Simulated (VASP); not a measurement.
Here is a VASP 6.6.1 calculation.

The input INCAR:

```
SYSTEM = SiC5
PREC     = Accurate       ! precision mode
ENCUT    = 600            ! plane-wave cutoff, eV
EDIFF    = 1E-6           ! SCF threshold, eV
ISMEAR   = 0              ! smearing method
SIGMA    = 0.1            ! smearing width, eV
LREAL    = .FALSE.        ! projectors in reciprocal space
LASPH    = .TRUE.         ! aspherical terms in the spheres
NELM     = 80             ! most SCF steps
ALGO     = Normal         ! electronic algorithm
ISIF     = 3              ! what is computed and relaxed
LWAVE    = .FALSE.        ! write WAVECAR
LCHARG   = .FALSE.        ! write CHGCAR
GGA      = PE             ! functional
IBRION   = 2              ! ionic algorithm
NSW      = 90             ! ionic steps
EDIFFG   = -0.04          ! ionic threshold
```

File KPOINTS:

```
Automatic mesh
0
G
  6 6 4
  0 0 0
```

File POSCAR:

```
SiC5
1.0
    5.1401796900      0.0000000000      0.0000000000
   -2.5700898500      4.4515261900      0.0000000000
    0.0000000000      0.0000000000      4.6189359900
Si C
1 5
Direct
    0.0000000000      0.0000000000      0.5000000000
    0.0000000000      0.6383360000      0.0000000000
    0.6383360000      0.0000000000      0.0000000000
    0.3616640000      0.3616640000      0.0000000000
    0.6666666700      0.3333333300      0.5000000000
    0.3333333300      0.6666666700      0.5000000000
```

Potentials or basis: VASP PAW PBE potentials, release 64 (Si, C).

Launch:

```bash
$ cat potpaw_PBE.64/Si/POTCAR potpaw_PBE.64/C/POTCAR > POTCAR
$ mpirun -np 1 vasp_std > vasp.out
```

Predict the relaxed volume.

7.71 Å³/atom.

What does it give for the relaxed cell?

a = 3.963 Å, b = 3.963 Å, c = 3.401 Å, α = 90.00°, β = 90.00°, γ = 120.00°.

Predict the band gap on the k mesh.

zero (bands 12 and 13 overlap by 4.97 eV).

Estimate the space group after relaxing (to 0.1 Å).

P-62m (No. 189).

Final structure:
```
CELL_PARAMETERS angstrom
3.96283 0.00000 0.00000
-1.98142 3.43192 0.00000
0.00000 0.00000 3.40124
ATOMIC_POSITIONS crystal
Si 0.00000 0.00000 0.50000
C 0.00000 0.63320 0.00000
C 0.63320 0.00000 0.00000
C 0.36680 0.36680 0.00000
C 0.66667 0.33333 0.50000
C 0.33333 0.66667 0.50000
```

Caveat: the volume moved by over 15 % at a fixed basis, so the end points are rough.
